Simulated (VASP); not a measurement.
Set up this calculation in VASP 6.6.1, as the native input.

```yaml
Task: single point
Functional: HSE06
Potentials_or_basis: VASP PAW PBE potentials, release 64 (Ca_sv, F)
Cutoff: 520 eV
k_mesh: 6 × 6 × 6
Occupations: gaussian, width 0.01 eV
Spin: no spin polarisation
Dipole_correction: no
Grid_for_exact_exchange_PRECFOCK: Normal
Further_INCAR_settings: ALGO = Normal; EDIFF = 1e-06; NBANDS = 19
Share_of_exact_exchange: 0.25
Screening_parameter: 0.2079 1/Å
```

CaF2:

```
CELL_PARAMETERS angstrom
0.00000 2.63801 2.63801
2.63801 0.00000 2.63801
2.63801 2.63801 0.00000
ATOMIC_POSITIONS crystal
Ca 0.00000 0.00000 0.00000
F 0.25000 0.25000 0.25000
F 0.75000 0.75000 0.75000
```

This cell differs from its parent crystal: strain -3.0%.

The input as run:

POSCAR

```
CaF2
1.0
    0.0000000000      2.6380051846      2.6380051846
    2.6380051846      0.0000000000      2.6380051846
    2.6380051846      2.6380051846      0.0000000000
Ca F
1 2
Direct
    0.0000000000      0.0000000000      0.0000000000
    0.2500000000      0.2500000000      0.2500000000
    0.7500000000      0.7500000000      0.7500000000
```

INCAR.step1

```
PREC = Accurate ; ENCUT = 520
EDIFF = 1E-5 ; ISMEAR = 0
SIGMA = 0.01 ; LREAL = False
LASPH = True ; NELM = 120
ALGO = Normal ; ISIF = 2
LWAVE = True ; NBANDS = 19
GGA = PE ; GGA_COMPAT = False
```

INCAR.step2

```
PREC = Accurate ; ENCUT = 520
EDIFF = 1E-6 ; ISMEAR = 0
SIGMA = 0.01 ; LREAL = False
LASPH = True ; NELM = 120
ALGO = Normal ; ISIF = 2
LWAVE = False ; LCHARG = True
GGA = PE ; LHFCALC = True
HFSCREEN = 0.2079 ; PRECFOCK = Normal
LELF = True ; LVHAR = True
NBANDS = 19 ; ISTART = 1
GGA_COMPAT = False
```

KPOINTS

```
Automatic mesh
0
Gamma
  6 6 6
```

Potentials or basis: VASP PAW PBE potentials, release 64 (Ca_sv, F).

Launch:

```console
$ cat potpaw_PBE.64/Ca_sv/POTCAR potpaw_PBE.64/F/POTCAR > POTCAR
$ cp INCAR.step1 INCAR
$ mpirun -np 1 vasp_std > vasp.out
$ cp INCAR.step2 INCAR
$ mpirun -np 1 vasp_std > vasp.out
```

It gave:

| Item | Value |
| --- | --- |
| Pressure | 12.2 GPa |
| Band gap on the k mesh | 10.02 eV (least direct gap 10.30 eV) |

Caveat: the cell differs from its parent crystal (strain -3.0%); the cell stands under pressure; the PAW data sets were made with another functional, which shifts forces and pressure a little.

Run time: 39 min on 1 thread of Intel(R) Xeon(R) 6975P-C (Granite Rapids), with other jobs on the host, peak memory 0.29 GiB.
